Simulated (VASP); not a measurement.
Here is a VASP 6.6.1 calculation.

INCAR

```
  PREC = Accurate
  ENCUT = 520
  EDIFF = 1E-6
  ISMEAR = -1
  SIGMA = 0.01
  LREAL = Auto
  LASPH = True
  NELM = 120
  ALGO = Normal
  ISIF = 2
  LWAVE = False
  LCHARG = False
  GGA = PE
  NBANDS = 128
  NELECT = 202.0
  GGA_COMPAT = False
```

KPOINTS

```
regular mesh
0
Gamma
  1 1 1
```

POSCAR

```
TiAl16O24
1.0
    2.4039417622      1.3879164235      4.3742070937
   -4.8078835245      2.7758328471      8.7484141875
    0.0000000000     -5.5516656942      8.7484141875
Al O Ti
16 24 1
Direct
    0.6407226207      0.3140078721      0.3371905850
    0.8497392309      0.4239006610      0.4296822233
    0.1491711090      0.0710813567      0.0751420414
    0.3648784045      0.1629305605      0.1816815593
    0.6606928623      0.3143020351      0.8077511721
    0.8381449693      0.4103022356      0.9093056921
    0.1488820453      0.0718412880      0.5732647514
    0.3564129369      0.1736049584      0.6744296432
    0.6452456483      0.8258607380      0.3247700709
    0.8527917207      0.9276334868      0.4259235528
    0.1634906716      0.5891381572      0.0898507526
    0.3409899675      0.6851128016      0.1914737987
    0.6367865252      0.8365464562      0.8175026784
    0.8525399144      0.9283563192      0.9240610757
    0.1518774065      0.5756047660      0.5695301251
    0.3608816032      0.6854729101      0.6620460206
    0.4449070939      0.0249060307      0.3773784486
    0.9460740201      0.1261570271      0.2750353430
    0.0652606154      0.3671564468      0.2238689872
    0.7524052899      0.2173492864      0.0253204844
    0.2447568909      0.2768313467      0.4732631117
    0.5500919307      0.4711509648      0.1364493200
    0.4441659893      0.0298707982      0.8737832752
    0.9535265210      0.1199377942      0.7748535186
    0.0578893395      0.3744442354      0.7134708113
    0.7493417619      0.2207403873      0.5290783922
    0.2644520090      0.2739454162      0.9661313708
    0.5480550131      0.4732657253      0.6233059619
    0.4535758841      0.5261966017      0.3759473890
    0.9437130416      0.6250400471      0.2857114893
    0.0481808525      0.8795023710      0.2243545803
    0.7373318690      0.7254722778      0.0330752014
    0.2523126160      0.7787395015      0.4701215369
    0.5575107285      0.9695830661      0.1254155550
    0.4513613888      0.5283608888      0.8628757813
    0.9364006837      0.6323703771      0.7752755377
    0.0555907284      0.8733347490      0.7241548911
    0.7568569054      0.7226399700      0.5259568817
    0.2493052865      0.7820907450      0.9738752005
    0.5567636728      0.9745785293      0.6218039458
    1.0007474324      0.4997133599     -0.0004045889
```

Potentials or basis: VASP PAW PBE potentials, release 64 (Al, O, Ti_sv).

The run is started by

```console
$ cat potpaw_PBE.64/Al/POTCAR potpaw_PBE.64/O/POTCAR potpaw_PBE.64/Ti_sv/POTCAR > POTCAR
$ mpirun -np 1 vasp_gam > vasp.out
```

Question: Estimate the largest force.

Answer: 0.785 eV/Å.

Forces on the atoms (eV/Å):
```
Al  -0.019 -0.223 -0.073
Al   0.044 -0.083  0.060
Al  -0.025  0.038 -0.049
Al   0.065  0.101  0.004
Al   0.060 -0.087 -0.042
Al   0.014 -0.031  0.030
Al  -0.087  0.042 -0.034
Al  -0.001  0.070  0.033
Al   0.002 -0.070 -0.033
Al   0.083 -0.042  0.034
Al  -0.013  0.030 -0.026
Al  -0.058  0.090  0.038
Al  -0.067 -0.101 -0.005
Al   0.025 -0.037  0.049
Al  -0.045  0.084 -0.060
Al   0.021  0.225  0.072
O    0.201 -0.364  0.033
O   -0.230  0.385  0.054
O    0.228 -0.022 -0.026
O    0.352 -0.657  0.084
O   -0.382  0.686  0.030
O   -0.307  0.506 -0.124
O    0.204 -0.396  0.062
O   -0.220  0.426  0.027
O    0.236 -0.362 -0.002
O    0.359 -0.620 -0.033
O   -0.289  0.665  0.000
O   -0.275  0.390 -0.034
O    0.274 -0.388  0.035
O   -0.235  0.361  0.003
O    0.222 -0.426 -0.026
O    0.290 -0.666 -0.004
O   -0.358  0.620  0.033
O   -0.204  0.396 -0.062
O    0.306 -0.505  0.126
O   -0.227  0.022  0.025
O    0.234 -0.386 -0.058
O    0.381 -0.684 -0.030
O   -0.352  0.659 -0.085
O   -0.201  0.362 -0.034
Ti  -0.005 -0.007  0.007
```

Caveat: the k points lie up to 1.22 Å⁻¹ apart, too coarse for converged energies, forces and pressures; the cell carries a net charge on a neutralising background, which shifts energy and pressure.
